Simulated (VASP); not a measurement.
MgO, 4 atoms in the cell. The structure is monoclinic, space group C2/m (No. 12). The conventional cell has a = 5.125 Å, b = 2.973 Å, c = 2.973 Å, α = 90.00°, β = 124.88°, γ = 90.00°. Mg (site symmetry 2/m) has 6 O at 2.10 Å within 2.8 Å. Within 2.8 Å of O (site symmetry 2/m) lie 6 Mg at 2.10 Å. 

- Program: VASP 6.6.1
- Task: single point
- Functional: r2SCAN
- Potentials or basis: VASP PAW PBE potentials, release 64 (Mg, O)
- Cutoff: 520 eV
- k mesh: 8 × 8 × 6
- Occupations: gaussian, width 0.02 eV
- Spin: no spin polarisation
- Dipole correction: no
- Further INCAR settings: ALGO = Normal; EDIFF = 1e-07; NBANDS = 16

Potentials or basis: VASP PAW PBE potentials, release 64 (Mg, O).

The run is started by

```console
$ cat potpaw_PBE.64/Mg/POTCAR potpaw_PBE.64/O/POTCAR > POTCAR
$ cp INCAR.step1 INCAR
$ mpirun -np 1 vasp_std > vasp.out
$ cp INCAR.step2 INCAR
$ mpirun -np 1 vasp_std > vasp.out
```

Hardware: 1 thread of Intel(R) Xeon(R) 6975P-C (Granite Rapids) (shared host).

How long does it take, and how much memory?

Wall time 73 s on 1 thread of Intel(R) Xeon(R) 6975P-C (Granite Rapids), with other jobs on the host, peak memory 0.2 GiB. Counts: k points 130.
